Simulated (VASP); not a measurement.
Crystal: TiIn5.

```xyz
6
Lattice="5.4377 0.0000 0.0000 -2.7188 4.7092 0.0000 0.0000 0.0000 5.6981" Properties=species:S:1:pos:R:3 pbc="T T T"
Ti    0.0000    0.0000    2.8490
In    2.7188    1.5697    2.8490
In    1.7215    0.0000    0.0000
In    1.8581    3.2184    0.0000
In   -0.8607    1.4908    0.0000
In    0.0000    3.1395    2.8490
```

The cell was built from a structure type or drawn by symmetry, and may not be a known phase.

```yaml
Program: VASP 6.6.1
Task: relaxation of cell and atoms
Functional: PBE
Potentials_or_basis: VASP PAW PBE potentials, release 64 (Ti_sv, In_d)
Cutoff: 600 eV
k_mesh: 6 × 6 × 4
Occupations: gaussian, width 0.1 eV
Spin: no spin polarisation
```

At the start: pressure 0.2 GPa; volume 24.32 Å³/atom.

Problem. Where does the relaxation end?

Solution. Over 20 steps the energy falls by 33.1 meV/atom and the volume is 24.56 Å³/atom (+1.0 %); space group P-62m (No. 189, to 0.1 Å) before and after.

Step by step:
| step | energy change (eV) | largest force (eV/Å) | pressure (GPa) | volume (Å³) |
| --- | --- | --- | --- | --- |
| 1 | 0.0000 | 0.2066 | 0.18 | 145.91 |
| 2 | -0.0366 | 0.0532 | -0.18 | 146.48 |
| 3 | -0.0521 | 0.0792 | -0.53 | 146.98 |
| 4 | -0.0565 | 0.2849 | -0.98 | 147.85 |
| 5 | -0.0943 | 0.2580 | 0.08 | 144.27 |
| 6 | -0.1052 | 0.2421 | 1.97 | 139.83 |
| 7 | -0.1079 | 0.2487 | 1.51 | 141.32 |
| 8 | -0.1227 | 0.2286 | 1.52 | 141.00 |
| 9 | -0.1304 | 0.1988 | 1.72 | 140.68 |
| 10 | -0.1318 | 0.1775 | 2.13 | 139.98 |
| 11 | -0.1623 | 0.1699 | 1.20 | 142.39 |
| 12 | -0.1856 | 0.1447 | -0.24 | 146.84 |
| 13 | -0.1856 | 0.1419 | -0.47 | 147.37 |
| 14 | -0.1856 | 0.1446 | -0.46 | 147.21 |
| 15 | -0.1856 | 0.1450 | -0.40 | 147.03 |
| 16 | -0.1898 | 0.1147 | -0.35 | 147.10 |
| 17 | -0.1972 | 0.0330 | -0.24 | 147.28 |
| 18 | -0.1889 | 0.1489 | 0.06 | 147.59 |
| 19 | -0.1984 | 0.0143 | -0.20 | 147.37 |
| 20 | -0.1984 | 0.0228 | -0.17 | 147.38 |

Final structure:
```
Ti In
1.0
     5.94191    0.00000    0.00000
    -2.97096    5.14585    0.00000
     0.00000    0.00000    4.82010
Ti In
1 5
Direct
  0.00000 0.00000 0.50000
  0.66667 0.33333 0.50000
  0.30705 0.00000 0.00000
  0.69295 0.69295 0.00000
  0.00000 0.30705 0.00000
  0.33333 0.66667 0.50000
```

Caveat: a cell axis changed by over 15 % at a fixed basis, so the end point is rough.
